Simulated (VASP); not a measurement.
A run of VASP 6.6.1 is set up as follows.

INCAR

```
ALGO = Normal ; EDIFF = 1E-7
ENCUT = 520 ; GGA = PE
ISIF = 2 ; ISMEAR = 0
ISPIN = 2 ; LASPH = T
LCHARG = F ; LMAXMIX = 4
LORBIT = 11 ; LREAL = F
LWAVE = F ; MAGMOM = 3 0 0 0
NBANDS = 28 ; NELM = 150
PREC = Accurate ; SIGMA = 0.1
```

Contents of KPOINTS:

```
k-points
0
Gamma
  4 4 6
```

Contents of POSCAR:

```
CoAgS2
1.0
    4.8712144100      0.0000000000      0.0000000000
    0.0000000000      4.8712144100      0.0000000000
    0.0000000000      0.0000000000      2.6952184200
Co Ag S
1 1 2
Direct
    0.0000000000      0.0000000000      0.0000000000
    0.5000000000      0.5000000000      0.5000000000
    0.5000000000      0.0000000000      0.0000000000
    0.0000000000      0.5000000000      0.0000000000
```

Potentials or basis: VASP PAW PBE potentials, release 64 (Co, Ag, S).

The run is started by

```bash
$ cat potpaw_PBE.64/Co/POTCAR potpaw_PBE.64/Ag/POTCAR potpaw_PBE.64/S/POTCAR > POTCAR
$ mpirun -np 1 vasp_std > vasp.out
```

Q: Predict the pressure.

A: -0.5 GPa.

Q: Estimate the net moment.

A: 1.55 μB per cell.

Stress tensor (GPa, compression positive):
```
-4.71  0.00  0.00
 0.00 -4.71  0.00
 0.00  0.00  8.02
```

Caveat: the k points lie up to 0.39 Å⁻¹ apart; a cell with one magnetic atom can't hold antiferromagnetic order, which such compounds often take.
